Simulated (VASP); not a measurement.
Write the native input for VASP 6.6.1 that does the following.

| Property | Result |
| --- | --- |
| Task | single point |
| Functional | r2SCAN |
| Potentials or basis | VASP PAW PBE potentials, release 64 (Ca_sv, S) |
| Cutoff | 550 eV |
| k mesh | 6 × 6 × 6 |
| Occupations | gaussian, width 0.01 eV |
| Spin | no spin polarisation |
| Dipole correction | no |
| Further INCAR settings | ALGO = Normal; EDIFF = 1e-06; NBANDS = 15 |

Crystal: CaS (Oldhamite).

```
CELL_PARAMETERS angstrom
0.00000 2.90379 2.90379
2.90379 0.00000 2.90379
2.90379 2.90379 0.00000
ATOMIC_POSITIONS crystal
Ca 0.00000 0.00000 0.00000
S 0.50000 0.50000 0.50000
```

This cell differs from its parent crystal: volume changed by +6%.

The input as run:

POSCAR

```
CaS
1.0
    0.0000000000      2.9037918022      2.9037918022
    2.9037918022      0.0000000000      2.9037918022
    2.9037918022      2.9037918022      0.0000000000
Ca S
1 1
Direct
    0.0000000000      0.0000000000      0.0000000000
    0.5000000000      0.5000000000      0.5000000000
```

INCAR.step1

```
SYSTEM = CaS
PREC = Accurate
ENCUT = 550
ISMEAR = 0
SIGMA = 0.01
LREAL = .False.
LASPH = .True.
NELM = 120
NBANDS = 15
GGA = PE
ALGO = Normal
EDIFF = 1E-5
LWAVE = .True.
LCHARG = .False.
GGA_COMPAT = .False.
```

INCAR.step2

```
SYSTEM = CaS
PREC = Accurate
ENCUT = 550
EDIFF = 1E-6
ISMEAR = 0
SIGMA = 0.01
LREAL = .False.
LASPH = .True.
NELM = 120
ALGO = Normal
ISIF = 2
LWAVE = .False.
LCHARG = .False.
METAGGA = R2SCAN
LMIXTAU = .True.
NBANDS = 15
ISTART = 1
GGA_COMPAT = .False.
```

KPOINTS

```
Automatic mesh
0
Gamma
  6 6 6
  0 0 0
```

Potentials or basis: VASP PAW PBE potentials, release 64 (Ca_sv, S).

Run with:

```bash
$ cat potpaw_PBE.64/Ca_sv/POTCAR potpaw_PBE.64/S/POTCAR > POTCAR
$ cp INCAR.step1 INCAR
$ mpirun -np 1 vasp_std > vasp.out
$ cp INCAR.step2 INCAR
$ mpirun -np 1 vasp_std > vasp.out
```

Results of the run:

```
Pressure               : -2.9 GPa
Band gap on the k mesh : 2.93 eV, indirect (least direct gap 3.71 eV)
```

Caveat: the PAW data sets were made with another functional, which shifts forces and pressure a little.

Run time: 70 s on 1 thread of Intel Xeon 6975P-C (shared host), peak memory 0.19 GiB.
